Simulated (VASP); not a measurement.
Crystal: MgH2.

```
CELL_PARAMETERS angstrom
0.00000 2.38107 2.38107
2.38107 0.00000 2.38107
2.38107 2.38107 0.00000
ATOMIC_POSITIONS crystal
Mg 0.00000 0.00000 0.00000
H 0.25000 0.25000 0.25000
H 0.75000 0.75000 0.75000
```

```yaml
Program: VASP 6.6.1
Task: relaxation of cell and atoms
Functional: PBEsol
Dispersion: D3(BJ)
Potentials_or_basis: VASP PAW PBE potentials, release 64 (Mg, H)
Cutoff: 600 eV
k_mesh: 10 × 10 × 10
Occupations: fermi-dirac, width 0.05 eV
Spin: no spin polarisation
```

At the start: pressure -3.8 GPa; volume 9.00 Å³/atom.

Q: Where does the relaxation end?

A: Over 3 steps the energy falls by 6.9 meV/atom and the volume is 8.46 Å³/atom (-6.0 %); space group Fm-3m (No. 225, to 0.05 Å).

The path:
```tsv
step	energy change (eV)	largest force (eV/Å)	pressure (GPa)	volume (Å³)
1	0.0000	0.0000	-3.77	27.00
2	-0.0151	0.0000	-2.08	26.18
3	-0.0208	0.0000	-0.17	25.38
```

Final structure:
```
CELL_PARAMETERS angstrom
0.00000 2.33250 2.33250
2.33250 0.00000 2.33250
2.33250 2.33250 0.00000
ATOMIC_POSITIONS crystal
Mg 0.00000 0.00000 0.00000
H 0.25000 0.25000 0.25000
H 0.75000 0.75000 0.75000
```

Caveat: the PAW data sets were made with another functional, which shifts forces and pressure a little; pairwise dispersion overbinds metals, which lowers pressure and volume.
